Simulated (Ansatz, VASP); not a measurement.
Two plane-wave programs on Se

```
Se
1.0
     4.23496    0.00000    0.00000
    -2.11748    3.66758    0.00000
     0.00000    0.00000    4.73172
Se
3
Direct
  0.24735 0.00000 0.33333
  0.00000 0.24735 0.66667
  0.75265 0.75265 0.00000
```

Alike in both runs: task single point; functional PBE; dispersion D3(BJ); k mesh 12 × 12 × 8; occupations gaussian, width 0.05 eV; no spin polarisation.

```csv
,VASP,Ansatz
version,VASP 6.6.1,Ansatz 0.2.0
potentials or method,"VASP PAW PBE potentials, release 64 (Se), cutoff 520 eV","scalar-relativistic, plane waves, PAW"
valence electrons in the cell,18,48
```

|  | VASP | Ansatz | Ansatz less VASP |
| --- | --- | --- | --- |
| gap on the k mesh at the Fermi level (eV) | 0.34 | 0.34 | -0.001 |
| least direct gap on the mesh (eV) | 1.41 | 1.42 | +0.004 |
| pressure (GPa) | 2.4 | 2.3 | -0.13 |
| traceless stress, the component that is largest in VASP (GPa) | 3.02 | 2.99 | -0.028 |
| rms of the force components (eV/Å) | 0.079 | 0.063 | -0.0160 |

Atom by atom the forces differ by 0.016 eV/Å (rms over components). VASP's potentials hold 18 valence electrons a cell and Ansatz's 48, so a difference there can come from the potentials and not from the codes.
